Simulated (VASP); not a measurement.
Here is a VASP 6.6.1 calculation.

The input INCAR:

```
SYSTEM = ZnSe
ALGO = Normal
EDIFF = 1E-6
ENCUT = 520
GGA = PE
ISIF = 2
ISMEAR = -1
LASPH = .TRUE.
LCHARG = .FALSE.
LREAL = .FALSE.
LWAVE = .FALSE.
NBANDS = 16
NELM = 80
PREC = Accurate
SIGMA = 0.03
```

Contents of KPOINTS:

```
k-points
0
G
  8 8 8
  0 0 0
```

File POSCAR:

```
ZnSe
1.0
    0.0000000000      2.8338000000      2.7771240000
    2.8338000000      0.0000000000      2.7771240000
    2.8338000000      2.8338000000      0.0000000000
Zn Se
1 1
Direct
    0.0000000000      0.0000000000      0.0000000000
    0.7500000000      0.7500000000      0.7500000000
```

Potentials or basis: VASP PAW PBE potentials, release 64 (Zn, Se).

Command:

```sh
$ cat potpaw_PBE.64/Zn/POTCAR potpaw_PBE.64/Se/POTCAR > POTCAR
$ mpirun -np 1 vasp_std > vasp.out
```

(1) Estimate the band gap on the k mesh.

(2) Estimate the pressure.

Answers

(1) 1.32 eV, direct.

(2) 3.7 GPa.

Caveat: the cell differs from its parent crystal (zz strain of -2 %).
